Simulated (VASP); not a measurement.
# Gd (Fd-3m) in VASP: single point with LDA

Aim: the single point of Gd with LDA.

Everything below comes from runs of VASP 6.6.1. Logs are shortened: lines on timing, memory, paths and dates and some standing lists are left out, and cuts for length are marked.

### Step 1. The cell of the first run

The structure is cubic, space group Fd-3m (No. 227). The conventional cell has a = 5.368 Å, b = 5.368 Å, c = 5.368 Å, α = 90.00°, β = 90.00°, γ = 90.00°. Gd (site symmetry -43m) has 4 Gd at 2.32 Å within 3.1 Å.

This isn't the form of Gd at room conditions, which is hcp.

### Step 2. Single point, LDA

Contents of INCAR:

```
SYSTEM = Gd
ALGO = Normal ; EDIFF = 1E-7
ENCUT = 520 ; GGA = CA
ISIF = 2 ; ISMEAR = -1
LASPH = .TRUE. ; LCHARG = .FALSE.
LREAL = .FALSE. ; LWAVE = .FALSE.
NBANDS = 25 ; NELM = 100
PREC = Accurate ; SIGMA = 0.13605693000000002
```

Contents of KPOINTS:

```
k-points
0
G
  9 9 9
  0 0 0
```

Contents of POSCAR:

```
Gd
1.0
    0.0000000000      2.6840393532      2.6840393532
    2.6840393532      0.0000000000      2.6840393532
    2.6840393532      2.6840393532      0.0000000000
Gd
2
Direct
    0.0000000000      0.0000000000      0.0000000000
    0.2500000000      0.2500000000      0.2500000000
```

Potentials or basis: VASP PAW PBE potentials, release 64 (Gd).

On the command line:

```console
$ cat potpaw_PBE.64/Gd/POTCAR > POTCAR
$ mpirun -np 1 vasp_std > vasp.out
```

OUTCAR:

```text
SYSTEM = Gd
   EDIFF = 1E-7
   ENCUT = 520
   GGA = CA
   ISIF = 2
   ISMEAR = -1
   LASPH = .TRUE.
   LREAL = .FALSE.
   NELM = 100
   PREC = Accurate

 ion  position               nearest neighbor table
   1  0.000  0.000  0.000-   2 2.32   2 2.32   2 2.32   2 2.32
   2  0.250  0.250  0.250-   1 2.32   1 2.32   1 2.32   1 2.32

  LATTYP: Found a face centered cubic cell.
 ALAT       =     5.3680787064

  Lattice vectors:

 A1 = (   0.0000000000,   2.6840393532,   2.6840393532)
 A2 = (   2.6840393532,   0.0000000000,   2.6840393532)
 A3 = (   2.6840393532,   2.6840393532,   0.0000000000)

Analysis of symmetry for initial positions (statically):
=====================================================================
 Subroutine PRICEL returns:
 Original cell was already a primitive cell.

 Routine SETGRP: Setting up the symmetry group for a
 face centered cubic supercell.

 Subroutine GETGRP returns: Found 48 space group operations
 (whereof 24 operations were pure point group operations)
 out of a pool of 48 trial point group operations.

The static configuration has the point symmetry T_d .
 The point group associated with its full space group is O_h .

Analysis of symmetry for dynamics (positions and initial velocities):
=====================================================================
 Subroutine PRICEL returns:
 Original cell was already a primitive cell.

 Routine SETGRP: Setting up the symmetry group for a
 face centered cubic supercell.

 Subroutine GETGRP returns: Found 48 space group operations
 (whereof 24 operations were pure point group operations)
 out of a pool of 48 trial point group operations.

The dynamic configuration has the point symmetry T_d .
 The point group associated with its full space group is O_h .

 Subroutine INISYM returns: Found 48 space group operations
 (whereof 24 operations are pure point group operations),
 and found     1 'primitive' translations

----------------------------------------------------------------------------------------

                                     Primitive cell

  volume of cell :      38.6720

  direct lattice vectors                    reciprocal lattice vectors
     0.000000000  2.684039353  2.684039353    -0.186286389  0.186286389  0.186286389
     2.684039353  0.000000000  2.684039353     0.186286389 -0.186286389  0.186286389
     2.684039353  2.684039353  0.000000000     0.186286389  0.186286389 -0.186286389

  length of vectors
     3.795804855  3.795804855  3.795804855     0.322657491  0.322657491  0.322657491

  position of ions in fractional coordinates (direct lattice)
     0.000000000  0.000000000  0.000000000
     0.250000000  0.250000000  0.250000000

  ion indices of the primitive-cell ions
   primitive index   ion index
                 1           1
                 2           2

----------------------------------------------------------------------------------------

 KPOINTS: k-points

Automatic generation of k-mesh.
 Grid dimensions read from file:
 generate k-points for:    9    9    9

 Generating k-lattice:

  Cartesian coordinates                     Fractional coordinates (reciprocal lattice)
    -0.020698488  0.020698488  0.020698488     0.111111111  0.000000000  0.000000000
     0.020698488 -0.020698488  0.020698488     0.000000000  0.111111111  0.000000000
     0.020698488  0.020698488 -0.020698488     0.000000000  0.000000000  0.111111111

  Length of vectors
     0.035850832  0.035850832  0.035850832

  Shift w.r.t. Gamma in fractional coordinates (k-lattice)
     0.000000000  0.000000000  0.000000000

 Subroutine IBZKPT returns following result:
 ===========================================

 Found     35 irreducible k-points:

 Following reciprocal coordinates:
            Coordinates               Weight
  0.000000  0.000000  0.000000      1.000000
  0.111111  0.000000  0.000000      8.000000
  0.222222  0.000000  0.000000      8.000000
  0.333333  0.000000  0.000000      8.000000
  0.444444  0.000000  0.000000      8.000000
  0.111111  0.111111  0.000000      6.000000
[... 16 lines left out ...]
 -0.333333  0.333333  0.000000     12.000000
  0.444444  0.444444  0.000000      6.000000
 [... further k-points ...]
   k-points           NKPTS =     35   k-points in BZ     NKDIM =     35   number of bands    NBANDS=     25
   number of dos      NEDOS =    301   number of ions     NIONS =      2
   total plane-waves  NPLWV =  21952
   dimension x,y,z NGX =    28 NGY =   28 NGZ =   28
   dimension x,y,z NGXF=    56 NGYF=   56 NGZF=   56
   ions per type =               2
   NGX,Y,Z   is equivalent  to a cutoff of  12.26, 12.26, 12.26 a.u.
   NGXF,Y,Z  is equivalent  to a cutoff of  24.53, 24.53, 24.53 a.u.
 SYSTEM =  Gd
   PREC   = accura    normal or accurate (medium, high low for compatibility)
   ISTART =      0    job   : 0-new  1-cont  2-samecut
   ICHARG =      2    charge: 1-file 2-atom 10-const
   ISPIN  =      1    spin polarized calculation?
   LNONCOLLINEAR =      F non collinear calculations
   LSORBIT =      F    spin-orbit coupling
   LASPH  =      T    aspherical Exc in radial PAW
   ENCUT  =  520.0 eV  38.22 Ry    6.18 a.u.   7.06  7.06  7.06*2*pi/ulx,y,z
   NELM   =    100;   NELMIN=  2; NELMDL= -5     # of ELM steps
   EDIFF  = 0.1E-06   stopping-criterion for ELM
   LREAL  =      F    real-space projection
   EDIFFG = 0.1E-05   stopping-criterion for IOM
   NSW    =      0    number of steps for IOM
   IBRION =     -1    ionic relax: 0-MD 1-quasi-New 2-CG
   NFREE  =      0    steps in history (QN), initial steepest desc. (CG)
   ISIF   =      2    stress and relaxation
   ISYM   =      2    0-nonsym 1-usesym 2-fastsym
   POTIM  = 0.5000    time-step for ionic-motion
   TEBEG  =    0.0;   TEEND  =   0.0 temperature during run
   PSTRESS=    0.0 pullay stress
   NELECT =      36.0000    total number of electrons
   NUPDOWN=      -1.0000    fix difference up-down
   EMIN   =  10.00;   EMAX   =-10.00  energy-range for DOS
   EFERMI =   0.00;   METHOD = LEGACY
   ISMEAR =    -1;   SIGMA  =   0.14  broadening in eV -4-tet -1-fermi 0-gaus
   EFERMI_NEDOS =   21; number of points for ismear=-14 and -15
   IALGO  =     38    algorithm
   IMIX   =      4    mixing-type and parameters
     AMIX     =   0.40;   BMIX     =  1.00
     AMIX_MAG =   1.60;   BMIX_MAG =  1.00
  volume/ion in A,a.u.               =      19.34       130.49
  Fermi-wavevector in a.u.,A,eV,Ry     =   1.598491  3.020709 34.765234  2.555173
  Thomas-Fermi vector in A             =   2.695932
   LORBIT       =      0    0 simple, 1 ext, 2 COOP (PROOUT), +10 PAW based schemes
   GGA     = CA    functional components
   LHFCALC =     F    Hartree Fock is set to
   AEXX    =    0.0000 exact exchange contribution
   IVDW    =     0    specifies the selected vdW correction
   LEPSILON=     F    determine dielectric tensor
   LRPA    =     F    only Hartree local field effects (RPA)
 non-spin polarized calculation
  energy-cutoff  :      520.00
  volume of cell :       38.67
 maximum number of plane-waves:      1051
   NGX = 15   NGY = 15   NGZ = 15

 number of electron      35.9999991 magnetization

 Free energy of the ion-electron system (eV)
  ---------------------------------------------------
  ext. energy  EPLUGINS =         0.00000000
  ---------------------------------------------------
  free energy    TOTEN  =       -12.09170712 eV

  energy without entropy =      -11.22031628  energy(sigma->0) =      -11.65601170

 E-fermi :   4.1887     XC(G=0): -12.6547

 val. band max:        4.1846134307   @ k =   0.2222   0.2222   0.0000
 cond. band min:       4.2040538214   @ k =  -0.3333   0.3333   0.1111
 fundamental gap:      0.0194403907
 Fermi energy:         4.1887391333

 k-point     1 :       0.0000    0.0000    0.0000
  band No.  band energies     occupation
      1     -39.4106      2.00000
      2     -35.4435      2.00000
      3     -17.9438      2.00000
      4     -17.9438      2.00000
      5     -17.9438      2.00000
      6     -14.0678      2.00000
[... 17 lines left out ...]
     24       4.7590      0.02980
     25       4.7590      0.02980

 k-point     2 :       0.1111    0.0000    0.0000
  band No.  band energies     occupation
      1     -39.3377      2.00000
      2     -35.5577      2.00000
      3     -18.0260      2.00000
      4     -18.0260      2.00000
      5     -17.9521      2.00000
      6     -13.9717      2.00000
[... 17 lines left out ...]
     24       4.8742      0.01289
     25       4.8742      0.01289

 k-point     3 :       0.2222    0.0000    0.0000
  band No.  band energies     occupation
      1     -39.1327      2.00000
      2     -35.8655      2.00000
      3     -18.2150      2.00000
      4     -18.2150      2.00000
      5     -17.9948      2.00000
      6     -13.6808      2.00000
[... 17 lines left out ...]
     24       5.0044      0.00497
     25       5.0044      0.00497

 k-point     4 :       0.3333    0.0000    0.0000
  band No.  band energies     occupation
      1     -38.8462      2.00000
      2     -36.2659      2.00000
      3     -18.4047      2.00000
      4     -18.4047      2.00000
      5     -18.0729      2.00000
      6     -13.3361      2.00000
[... 17 lines left out ...]
     24       5.1398      0.00184
     25       5.1398      0.00184
[... 477 lines left out ...]
 k-point    22 :      -0.4444    0.3333    0.0000
  band No.  band energies     occupation
      1     -38.0113      2.00000
      2     -37.2716      2.00000
      3     -19.2880      2.00000
      4     -18.9744      2.00000
      5     -16.2945      2.00000
      6     -14.9877      2.00000
[... 17 lines left out ...]
     24       4.8708      0.01321
     25       6.2716      0.00000

 k-point    23 :      -0.3333    0.3333    0.0000
  band No.  band energies     occupation
      1     -38.1180      2.00000
      2     -37.1541      2.00000
      3     -19.3553      2.00000
      4     -18.8375      2.00000
      5     -16.5623      2.00000
      6     -14.5733      2.00000
[... 17 lines left out ...]
     24       5.0199      0.00444
     25       5.6187      0.00005

 k-point    24 :       0.4444    0.4444    0.0000
  band No.  band energies     occupation
      1     -37.9790      2.00000
      2     -37.3068      2.00000
      3     -19.1094      2.00000
      4     -19.1094      2.00000
      5     -16.0680      2.00000
      6     -15.4937      2.00000
[... 17 lines left out ...]
     24       4.8443      0.01604
     25       7.2965      0.00000

 [... further k-points ...]

------------------------ aborting loop because EDIFF is reached ----------------------------------------

  FORCE on cell =-STRESS in cart. coord.  units (eV):
  Direction    XX          YY          ZZ          XY          YZ          ZX
  --------------------------------------------------------------------------------------
  -------------------------------------------------------------------------------------
  Total        0.7352626      0.7352626      0.7352626      0.0000000      0.0000000      0.0000000
  in kB       30.4618587     30.4618587     30.4618587      0.0000000      0.0000000      0.0000000
  external PRESSURE =      30.4618587 kB  Pullay stress =       0.0000000 kB

 VOLUME and BASIS-vectors are now :
 -----------------------------------------------------------------------------
  energy-cutoff  :      520.00
  volume of cell :       38.67
      direct lattice vectors                 reciprocal lattice vectors
     0.000000000  2.684039353  2.684039353    -0.186286389  0.186286389  0.186286389
     2.684039353  0.000000000  2.684039353     0.186286389 -0.186286389  0.186286389
     2.684039353  2.684039353  0.000000000     0.186286389  0.186286389 -0.186286389

 POSITION                                       TOTAL-FORCE (eV/Angst)
 -----------------------------------------------------------------------------------
      0.00000      0.00000      0.00000        -0.000000      0.000000     -0.000000
      1.34202      1.34202      1.34202         0.000000     -0.000000      0.000000
 -----------------------------------------------------------------------------------
    total drift:                                0.000000      0.000000      0.000000

  FREE ENERGIE OF THE ION-ELECTRON SYSTEM (eV)
  ---------------------------------------------------
  free  energy   TOTEN  =       -12.0917071156 eV

  energy  without entropy=      -11.2203162770  energy(sigma->0) =      -11.65601170
```

Wall time 55 s (1 thread of Intel Xeon 6975P-C (Granite Rapids), shared host); peak memory 0.16 GiB.

What came out:

| Item | Value |
| --- | --- |
| Free energy | -12.0917 eV |
| Pressure | 3.0 GPa |
| Band gap on the k mesh | zero (bands 18 and 19 overlap by 0.19 eV) |

Levels at points of the mesh, in eV from the Fermi level:
```csv
k point,band 14,band 15,band 16,band 17,band 18,band 19,band 20,band 21,band 22,band 23
"(0.00, 0.00, 0.00)",-0.68,-0.68,-0.44,-0.27,-0.27,0.35,0.35,0.35,0.54,0.57
```

Caveat: the cell stands under pressure; the PAW data sets were made with another functional, which shifts forces and pressure a little; spin-orbit coupling is left out, which moves the levels of the heavy elements; the run has no spin polarisation, though such a crystal can be magnetic; semilocal functionals describe open f shells poorly, which spoils levels, moments and volumes. Spin polarisation is off, so any magnetic state and its effect on volume and gap are missing.
